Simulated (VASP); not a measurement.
# CdSe (F-43m) in VASP: notebook

The runs below take CdSe through single point, with PBE.

Program: VASP 6.6.1. These are calculated values, not measurements. Logs are shortened: lines on timing, memory, paths and dates and some standing lists are left out, and cuts for length are marked.

### 1 The cell of the first run

The structure is cubic, space group F-43m (No. 216). The conventional cell has a = 6.141 Å, b = 6.141 Å, c = 6.141 Å, α = 90.00°, β = 90.00°, γ = 90.00°. Cd (site symmetry -43m) has 4 Se at 2.66 Å within 3.5 Å. Within 3.5 Å of Se (site symmetry -43m) lie 4 Cd at 2.66 Å.

### 2 Single point, PBE

The input, INCAR:

```
  PREC = Accurate
  ENCUT = 520
  EDIFF = 1E-7
  ISMEAR = 0
  SIGMA = 0.026000000000000002
  LREAL = False
  LASPH = True
  NELM = 60
  ALGO = Normal
  ISIF = 2
  LWAVE = False
  LCHARG = False
  GGA = PE
  NBANDS = 16
```

The input, KPOINTS:

```
regular mesh
0
Gamma
  8 8 8
```

The input, POSCAR:

```
CdSe
1.0
    0.0000000000      3.0702711986      3.0702711986
    3.0702711986      0.0000000000      3.0702711986
    3.0702711986      3.0702711986      0.0000000000
Cd Se
1 1
Direct
    0.0000000000      0.0000000000      0.0000000000
    0.2500000000      0.2500000000      0.2500000000
```

Potentials or basis: VASP PAW PBE potentials, release 64 (Cd, Se).

Command:

```sh
> cat potpaw_PBE.64/Cd/POTCAR potpaw_PBE.64/Se/POTCAR > POTCAR
> mpirun -np 1 vasp_std > vasp.out
```

OUTCAR:

```text
PREC = Accurate
   ENCUT = 520
   EDIFF = 1E-7
   ISMEAR = 0
   LREAL = False
   LASPH = True
   NELM = 60
   ISIF = 2
   GGA = PE

 ion  position               nearest neighbor table
   1  0.000  0.000  0.000-   2 2.66   2 2.66   2 2.66   2 2.66
   2  0.250  0.250  0.250-   1 2.66   1 2.66   1 2.66   1 2.66

  LATTYP: Found a face centered cubic cell.
 ALAT       =     6.1405423972

  Lattice vectors:

 A1 = (   0.0000000000,   3.0702711986,   3.0702711986)
 A2 = (   3.0702711986,   0.0000000000,   3.0702711986)
 A3 = (   3.0702711986,   3.0702711986,   0.0000000000)

Analysis of symmetry for initial positions (statically):
=====================================================================
 Subroutine PRICEL returns:
 Original cell was already a primitive cell.

 Routine SETGRP: Setting up the symmetry group for a
 face centered cubic supercell.

 Subroutine GETGRP returns: Found 24 space group operations
 (whereof 24 operations were pure point group operations)
 out of a pool of 48 trial point group operations.

The static configuration has the point symmetry T_d .

Analysis of symmetry for dynamics (positions and initial velocities):
=====================================================================
 Subroutine PRICEL returns:
 Original cell was already a primitive cell.

 Routine SETGRP: Setting up the symmetry group for a
 face centered cubic supercell.

 Subroutine GETGRP returns: Found 24 space group operations
 (whereof 24 operations were pure point group operations)
 out of a pool of 48 trial point group operations.

The dynamic configuration has the point symmetry T_d .

 Subroutine INISYM returns: Found 24 space group operations
 (whereof 24 operations are pure point group operations),
 and found     1 'primitive' translations

----------------------------------------------------------------------------------------

                                     Primitive cell

  volume of cell :      57.8842

  direct lattice vectors                    reciprocal lattice vectors
     0.000000000  3.070271199  3.070271199    -0.162852063  0.162852063  0.162852063
     3.070271199  0.000000000  3.070271199     0.162852063 -0.162852063  0.162852063
     3.070271199  3.070271199  0.000000000     0.162852063  0.162852063 -0.162852063

  length of vectors
     4.342019169  4.342019169  4.342019169     0.282068048  0.282068048  0.282068048

  position of ions in fractional coordinates (direct lattice)
     0.000000000  0.000000000  0.000000000
     0.250000000  0.250000000  0.250000000

  ion indices of the primitive-cell ions
   primitive index   ion index
                 1           1
                 2           2

----------------------------------------------------------------------------------------

 KPOINTS: regular mesh

Automatic generation of k-mesh.
 Grid dimensions read from file:
 generate k-points for:    8    8    8

 Generating k-lattice:

  Cartesian coordinates                     Fractional coordinates (reciprocal lattice)
    -0.020356508  0.020356508  0.020356508     0.125000000  0.000000000  0.000000000
     0.020356508 -0.020356508  0.020356508     0.000000000  0.125000000  0.000000000
     0.020356508  0.020356508 -0.020356508     0.000000000  0.000000000  0.125000000

  Length of vectors
     0.035258506  0.035258506  0.035258506

  Shift w.r.t. Gamma in fractional coordinates (k-lattice)
     0.000000000  0.000000000  0.000000000

 Subroutine IBZKPT returns following result:
 ===========================================

 Found     29 irreducible k-points:

 Following reciprocal coordinates:
            Coordinates               Weight
  0.000000  0.000000  0.000000      1.000000
  0.125000  0.000000  0.000000      8.000000
  0.250000  0.000000  0.000000      8.000000
  0.375000  0.000000  0.000000      8.000000
  0.500000  0.000000  0.000000      4.000000
  0.125000  0.125000  0.000000      6.000000
[... 16 lines left out ...]
  0.500000  0.250000  0.125000     48.000000
 -0.375000  0.250000  0.125000     24.000000
 [... further k-points ...]
   k-points           NKPTS =     29   k-points in BZ     NKDIM =     29   number of bands    NBANDS=     16
   number of dos      NEDOS =    301   number of ions     NIONS =      2
   total plane-waves  NPLWV =  32768
   dimension x,y,z NGX =    32 NGY =   32 NGZ =   32
   dimension x,y,z NGXF=    64 NGYF=   64 NGZF=   64
   ions per type =               1   1
   NGX,Y,Z   is equivalent  to a cutoff of  12.25, 12.25, 12.25 a.u.
   NGXF,Y,Z  is equivalent  to a cutoff of  24.50, 24.50, 24.50 a.u.
 SYSTEM =  unknown system
   PREC   = accura    normal or accurate (medium, high low for compatibility)
   ISTART =      0    job   : 0-new  1-cont  2-samecut
   ICHARG =      2    charge: 1-file 2-atom 10-const
   ISPIN  =      1    spin polarized calculation?
   LNONCOLLINEAR =      F non collinear calculations
   LSORBIT =      F    spin-orbit coupling
   LASPH  =      T    aspherical Exc in radial PAW
   ENCUT  =  520.0 eV  38.22 Ry    6.18 a.u.   8.07  8.07  8.07*2*pi/ulx,y,z
   NELM   =     60;   NELMIN=  2; NELMDL= -5     # of ELM steps
   EDIFF  = 0.1E-06   stopping-criterion for ELM
   LREAL  =      F    real-space projection
   EDIFFG = 0.1E-05   stopping-criterion for IOM
   NSW    =      0    number of steps for IOM
   IBRION =     -1    ionic relax: 0-MD 1-quasi-New 2-CG
   NFREE  =      0    steps in history (QN), initial steepest desc. (CG)
   ISIF   =      2    stress and relaxation
   ISYM   =      2    0-nonsym 1-usesym 2-fastsym
   POTIM  = 0.5000    time-step for ionic-motion
   TEBEG  =    0.0;   TEEND  =   0.0 temperature during run
   PSTRESS=    0.0 pullay stress
   NELECT =      18.0000    total number of electrons
   NUPDOWN=      -1.0000    fix difference up-down
   EMIN   =  10.00;   EMAX   =-10.00  energy-range for DOS
   EFERMI =   0.00;   METHOD = LEGACY
   ISMEAR =     0;   SIGMA  =   0.03  broadening in eV -4-tet -1-fermi 0-gaus
   EFERMI_NEDOS =   21; number of points for ismear=-14 and -15
   IALGO  =     38    algorithm
   IMIX   =      4    mixing-type and parameters
     AMIX     =   0.40;   BMIX     =  1.00
     AMIX_MAG =   1.60;   BMIX_MAG =  1.00
  volume/ion in A,a.u.               =      28.94       195.31
  Fermi-wavevector in a.u.,A,eV,Ry     =   1.109121  2.095935 16.737199  1.230149
  Thomas-Fermi vector in A             =   2.245657
   LORBIT       =      0    0 simple, 1 ext, 2 COOP (PROOUT), +10 PAW based schemes
   GGA     = PE    functional components
   LHFCALC =     F    Hartree Fock is set to
   AEXX    =    0.0000 exact exchange contribution
   IVDW    =     0    specifies the selected vdW correction
   LEPSILON=     F    determine dielectric tensor
   LRPA    =     F    only Hartree local field effects (RPA)
 non-spin polarized calculation
 Gauss-broadening in eV      SIGMA  =   0.03
  energy-cutoff  :      520.00
  volume of cell :       57.88
 maximum number of plane-waves:      1588
   NGX = 17   NGY = 17   NGZ = 17

 number of electron      18.0000008 magnetization

 Free energy of the ion-electron system (eV)
  ---------------------------------------------------
  ext. energy  EPLUGINS =         0.00000000
  ---------------------------------------------------
  free energy    TOTEN  =        -5.49046528 eV

  energy without entropy =       -5.49046528  energy(sigma->0) =       -5.49046528

 E-fermi :   0.8290     XC(G=0):  -8.7560

 val. band max:        0.7190227442   @ k =   0.0000   0.0000   0.0000
 cond. band min:       1.2687848442   @ k =   0.0000   0.0000   0.0000
 fundamental gap:      0.5497621000
 Fermi energy:         0.8289555448

 k-point     1 :       0.0000    0.0000    0.0000
  band No.  band energies     occupation
      1     -11.7181      2.00000
      2      -7.1230      2.00000
      3      -7.1230      2.00000
      4      -7.1230      2.00000
      5      -6.7786      2.00000
      6      -6.7786      2.00000
[... 8 lines left out ...]
     15      11.7533      0.00000
     16      11.7533      0.00000

 k-point     2 :       0.1250    0.0000    0.0000
  band No.  band energies     occupation
      1     -11.6679      2.00000
      2      -7.1072      2.00000
      3      -7.1072      2.00000
      4      -7.0766      2.00000
      5      -6.7794      2.00000
      6      -6.7794      2.00000
[... 8 lines left out ...]
     15      11.0073      0.00000
     16      11.1136      0.00000

 k-point     3 :       0.2500    0.0000    0.0000
  band No.  band energies     occupation
      1     -11.5455      2.00000
      2      -7.0725      2.00000
      3      -7.0725      2.00000
      4      -6.9214      2.00000
      5      -6.7765      2.00000
      6      -6.7765      2.00000
[... 8 lines left out ...]
     15      10.7643      0.00000
     16      10.8081      0.00000

 k-point     4 :       0.3750    0.0000    0.0000
  band No.  band energies     occupation
      1     -11.4217      2.00000
      2      -7.0449      2.00000
      3      -7.0449      2.00000
      4      -6.7648      2.00000
      5      -6.7648      2.00000
      6      -6.6662      2.00000
[... 8 lines left out ...]
     15      11.6181      0.00000
     16      11.6181      0.00000
[... 324 lines left out ...]
 k-point    22 :       0.3750    0.2500    0.1250
  band No.  band energies     occupation
      1     -11.4549      2.00000
      2      -7.0339      2.00000
      3      -7.0160      2.00000
      4      -6.8743      2.00000
      5      -6.7693      2.00000
      6      -6.7339      2.00000
[... 8 lines left out ...]
     15      12.1742      0.00000
     16      13.3208      0.00000

 k-point    23 :       0.5000    0.2500    0.1250
  band No.  band energies     occupation
      1     -11.3567      2.00000
      2      -7.0074      2.00000
      3      -6.9913      2.00000
      4      -6.8188      2.00000
      5      -6.7581      2.00000
      6      -6.5535      2.00000
[... 8 lines left out ...]
     15      12.4983      0.00000
     16      13.2551      0.00000

 k-point    24 :      -0.3750    0.2500    0.1250
  band No.  band energies     occupation
      1     -11.3161      2.00000
      2      -7.0024      2.00000
      3      -6.9801      2.00000
      4      -6.7958      2.00000
      5      -6.7633      2.00000
      6      -6.4243      2.00000
[... 8 lines left out ...]
     15      12.3177      0.00000
     16      13.2550      0.00000

 [... further k-points ...]

------------------------ aborting loop because EDIFF is reached ----------------------------------------

  FORCE on cell =-STRESS in cart. coord.  units (eV):
  Direction    XX          YY          ZZ          XY          YZ          ZX
  --------------------------------------------------------------------------------------
  -------------------------------------------------------------------------------------
  Total        0.5651845      0.5651845      0.5651845      0.0000000      0.0000000      0.0000000
  in kB       15.6437410     15.6437410     15.6437410      0.0000000      0.0000000      0.0000000
  external PRESSURE =      15.6437410 kB  Pullay stress =       0.0000000 kB

 VOLUME and BASIS-vectors are now :
 -----------------------------------------------------------------------------
  energy-cutoff  :      520.00
  volume of cell :       57.88
      direct lattice vectors                 reciprocal lattice vectors
     0.000000000  3.070271199  3.070271199    -0.162852063  0.162852063  0.162852063
     3.070271199  0.000000000  3.070271199     0.162852063 -0.162852063  0.162852063
     3.070271199  3.070271199  0.000000000     0.162852063  0.162852063 -0.162852063

 POSITION                                       TOTAL-FORCE (eV/Angst)
 -----------------------------------------------------------------------------------
      0.00000      0.00000      0.00000        -0.000000     -0.000000      0.000000
      1.53514      1.53514      1.53514         0.000000      0.000000      0.000000
 -----------------------------------------------------------------------------------
    total drift:                               -0.000001     -0.000001     -0.000000

  FREE ENERGIE OF THE ION-ELECTRON SYSTEM (eV)
  ---------------------------------------------------
  free  energy   TOTEN  =        -5.4904652753 eV

  energy  without entropy=       -5.4904652753  energy(sigma->0) =       -5.49046528
```

Run time: 36 s. Hardware: 1 thread of Intel Xeon 8259CL, shared host; peak memory 0.19 GiB.

Results:

```
Free energy            : -5.4905 eV
Pressure               : 1.6 GPa
Band gap on the k mesh : 0.55 eV
```

(Continued in part 2 of 3.)
